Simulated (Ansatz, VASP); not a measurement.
# One calculation of Cl, two programs

```xyz
4
Lattice="3.1658 -2.2649 0.0000 3.1658 2.2649 0.0000 0.0000 0.0000 8.2644" Properties=species:S:1:pos:R:3 pbc="T T T"
Cl    3.1658    0.5889    3.3057
Cl    3.1658    1.6760    7.4379
Cl    3.1658   -0.5889    4.9586
Cl    3.1658   -1.6760    0.8264
```

Change from the starting cell: volume scaled by 1.02.

Alike in both runs: task single point; functional LDA; k mesh 7 × 7 × 4; occupations fermi-dirac, width 0.05 eV; no spin polarisation.

|  | VASP | Ansatz |
| --- | --- | --- |
| version | VASP 6.6.1 | Ansatz 0.2.0 |
| potentials or method | VASP PAW LDA potentials, release 64 (Cl), cutoff 520 eV | all-electron LAPW, scalar-relativistic |

```csv
,VASP,Ansatz,Ansatz less VASP
gap on the k mesh at the Fermi level (eV),2.29,2.27,-0.019
least direct gap on the mesh (eV),2.35,2.33,-0.019
pressure (GPa),-3.1,-2.8,+0.29
"traceless stress, the component that is largest in VASP (GPa)",1.84,1.62,-0.217
rms of the force components (eV/Å),0.302,0.231,-0.0709
```

LDA's correlation is that of Perdew and Zunger in VASP and of Perdew and Wang (1992) in Ansatz. Atom by atom the forces differ by 0.073 eV/Å (rms over components). Ansatz ran all-electron here, and VASP with PAW potentials.
